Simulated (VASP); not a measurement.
Zr3MoF, 5 atoms in the cell. The structure is cubic, space group Pm-3m (No. 221). Conventional cell: a = 5.041 Å, b = 5.041 Å, c = 5.041 Å, α = 90.00°, β = 90.00°, γ = 90.00°. Zr (site symmetry 4/mmm) has 2 Mo at 2.52 Å within 3.3 Å. Mo (site symmetry m-3m) has 6 Zr at 2.52 Å within 3.3 Å. Within 4.7 Å of F (site symmetry m-3m) lie 12 Zr at 3.56 Å and 8 Mo at 4.37 Å. 

* Program: VASP 6.6.1
* Task: single point
* Functional: PBE
* Potentials or basis: VASP PAW PBE potentials, release 64 (Zr_sv, Mo_sv, F)
* Cutoff: 520 eV
* k mesh: 4 × 4 × 4
* Occupations: gaussian, width 0.1 eV
* Spin: collinear spin, ferromagnetic start
* Starting moments: [0.0, 0.0, 0.0, 1.0, 0.0] μB
* Dipole correction: no
* Further INCAR settings: ALGO = Normal; EDIFF = 1e-06; NBANDS = 40

Potentials or basis: VASP PAW PBE potentials, release 64 (Zr_sv, Mo_sv, F).

The run is started by

```console
$ cat potpaw_PBE.64/Zr_sv/POTCAR potpaw_PBE.64/Mo_sv/POTCAR potpaw_PBE.64/F/POTCAR > POTCAR
$ mpirun -np 1 vasp_std > vasp.out
```

Hardware: 1 thread of Intel(R) Xeon(R) Platinum 8375C CPU @ 2.90GHz (Ice Lake), with other jobs on the host.

Question: How long does it take, and how much memory?

Answer: Wall time 81 s on 1 thread of Intel(R) Xeon(R) Platinum 8375C CPU @ 2.90GHz (Ice Lake), on a shared host, peak memory 0.33 GiB. Counts: scf iterations 17, k points 10.
